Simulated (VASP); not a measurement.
Input of a VASP 6.6.1 run:

Contents of INCAR:

```
SYSTEM = Tl2SbP3
  PREC = Accurate
  ENCUT = 520
  EDIFF = 1E-7
  ISMEAR = -1
  SIGMA = 0.03
  LREAL = .False.
  LASPH = .True.
  NELM = 60
  ALGO = Normal
  ISIF = 2
  LWAVE = .False.
  LCHARG = .False.
  GGA = PS
  NBANDS = 32
```

KPOINTS

```
regular mesh
0
Gamma
  4 4 4
  0 0 0
```

File POSCAR:

```
Tl2SbP3
1.0
    2.7473324045      1.5861731033      4.8650392119
   -2.7473324045      1.5861731033      4.8650392119
    0.0000000000     -3.1723462065      4.8650392119
Tl Sb P
2 1 3
Direct
    0.6147431806      0.6147431806      0.6147431806
    0.3852568194      0.3852568194      0.3852568194
    0.0000000000      0.0000000000      0.0000000000
    0.0000000000      0.5000000000      0.0000000000
    0.5000000000      0.0000000000      0.0000000000
    0.0000000000      0.0000000000      0.5000000000
```

Potentials or basis: VASP PAW PBE potentials, release 64 (Tl_d, Sb, P).

Run with:

```bash
$ cat potpaw_PBE.64/Tl_d/POTCAR potpaw_PBE.64/Sb/POTCAR potpaw_PBE.64/P/POTCAR > POTCAR
$ mpirun -np 1 vasp_std > vasp.out
```

Question: Predict the largest force.

Answer: 0.006 eV/Å.

Question: Estimate the pressure.

Answer: 0.0 GPa.

Question: What does it give for the band gap on the k mesh?

Answer: Zero (band 23 reaches 8.80 eV, above the bottom of band 24 at 6.94 eV).

Forces in eV/Å, atoms in the order of the input:
```
Tl   0.000  0.000  0.006
Tl   0.000  0.000 -0.006
Sb   0.000  0.000  0.000
P    0.000  0.000  0.000
P    0.000  0.000  0.000
P    0.000  0.000  0.000
```

Caveat: the PAW data sets were made with another functional, which shifts forces and pressure a little; spin-orbit coupling is left out, which moves the levels of the heavy elements.
